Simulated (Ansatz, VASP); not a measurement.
# One calculation of MoS2, two programs

```
Mo S
1.0
     3.00007    0.00000    0.00000
    -1.50003    2.84299    0.00000
     0.00000    0.00000   12.57882
Mo S
2 4
Direct
  0.33333 0.66667 0.25000
  0.66667 0.33333 0.75000
  0.33333 0.66667 0.62605
  0.66667 0.33333 0.12605
  0.33333 0.66667 0.87395
  0.66667 0.33333 0.37395
```

Change from the starting cell: strain -0.0450 x Voigt [1, -1, 0, 0, 0, 0], atoms carried along.

Alike in both runs: task single point; functional PBEsol; k mesh 12 × 12 × 2; occupations gaussian, width 0.05 eV; no spin polarisation.

|  | VASP | Ansatz |
| --- | --- | --- |
| version | VASP 6.6.1 | Ansatz 0.2.0 |
| potentials or method | VASP PAW PBE potentials, release 64 (Mo_sv, S), cutoff 520 eV | scalar-relativistic, plane waves, PAW |
| valence electrons in the cell | 52 | 52 |

VASP gave:

| Quantity | Value |
| --- | --- |
| gap on the k mesh at the Fermi level (eV) | 1.06 |
| least direct gap on the mesh (eV) | 1.72 |
| pressure (GPa) | 1.0 |
| traceless stress, the component that is largest in VASP (GPa) | 9.15 |
| rms of the force components (eV/Å) | 0.208 |

Q: Estimate Ansatz's values.

A: gap on the k mesh at the Fermi level (eV): 1.04; least direct gap on the mesh (eV): 1.71; pressure (GPa): 1.0; traceless stress, the component that is largest in VASP (GPa): 9.11; rms of the force components (eV/Å): 0.208.

VASP's potentials were made for PBE, not for PBEsol. Atom by atom the forces differ by 0.001 eV/Å (rms over components). The functional is the same, so the differences come from potentials, cutoffs and numerics.
